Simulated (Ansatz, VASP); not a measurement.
# WS2 in VASP and in Ansatz

Contents of INCAR:

```
SYSTEM = WS2
PREC = Accurate
ENCUT = 520
EDIFF = 1E-6
ISMEAR = 0
SIGMA = 0.05
LREAL = .FALSE.
LASPH = .TRUE.
NELM = 80
ALGO = Normal
ISIF = 2
LWAVE = .FALSE.
LCHARG = .FALSE.
GGA = PS
NBANDS = 35
```

File KPOINTS:

```
Automatic mesh
0
G
  12 12 2
  0 0 0
```

File POSCAR:

```
WS2
1.0
    3.1180283786      0.0000000000      0.0000000000
   -1.5590141893      2.7002917856      0.0000000000
    0.0000000000      0.0000000000     12.5828033276
W S
2 4
Direct
    0.3333333333      0.6666666667      0.2500000000
    0.6666666667      0.3333333333      0.7500000000
    0.3333333333      0.6666666667      0.6134192893
    0.6666666667      0.3333333333      0.1134192893
    0.3333333333      0.6666666667      0.8865807107
    0.6666666667      0.3333333333      0.3865807107
```

Input for Ansatz:

```yaml
crystal:
  lattice:
    - [3.1180283786, 0.0, 0.0]
    - [-1.5590141893, 2.7002917856, 0.0]
    - [0.0, 0.0, 12.5828033276]
  atoms:
    - { symbol: W, position: [0.3333333333, 0.6666666667, 0.25] }
    - { symbol: W, position: [0.6666666667, 0.3333333333, 0.75] }
    - { symbol: S, position: [0.3333333333, 0.6666666667, 0.6134192893] }
    - { symbol: S, position: [0.6666666667, 0.3333333333, 0.1134192893] }
    - { symbol: S, position: [0.3333333333, 0.6666666667, 0.8865807107] }
    - { symbol: S, position: [0.6666666667, 0.3333333333, 0.3865807107] }
basis:
  ecutwfc: 420
kpoints:
  mp_grid: { grid: [12, 12, 2] }
hamiltonian:
  xc: pbesol
  pseudopotentials: { kind: paw, azcp: { folder: soft_1 } }
scf:
  occupations: { method: gaussian, width: 0.05 }
output:
  forces: true
  stress: true
  eigenvalues: true
```

Alike in both runs: task single point; functional PBEsol; k mesh 12 × 12 × 2; occupations gaussian, width 0.05 eV; no spin polarisation.

```csv
,VASP,Ansatz
version,VASP 6.6.1,Ansatz 0.2.0
potentials or method,"VASP PAW PBE potentials, release 64 (W_sv, S), cutoff 520 eV","scalar-relativistic, plane waves, PAW"
valence electrons in the cell,52,52
```

|  | VASP | Ansatz | Ansatz less VASP |
| --- | --- | --- | --- |
| gap on the k mesh at the Fermi level (eV) | 0.84 | 0.84 | -0.003 |
| least direct gap on the mesh (eV) | 1.71 | 1.71 | -0.005 |
| pressure (GPa) | -11.2 | -11.3 | -0.07 |
| traceless stress, the component that is largest in VASP (GPa) | -12.33 | -12.34 | -0.013 |
| rms of the force components (eV/Å) | 1.137 | 1.143 | +0.0063 |

VASP's potentials were made for PBE, not for PBEsol, and Ansatz warns of the same on its side. Atom by atom the forces differ by 0.006 eV/Å (rms over components).

Neither program's run includes spin-orbit coupling.
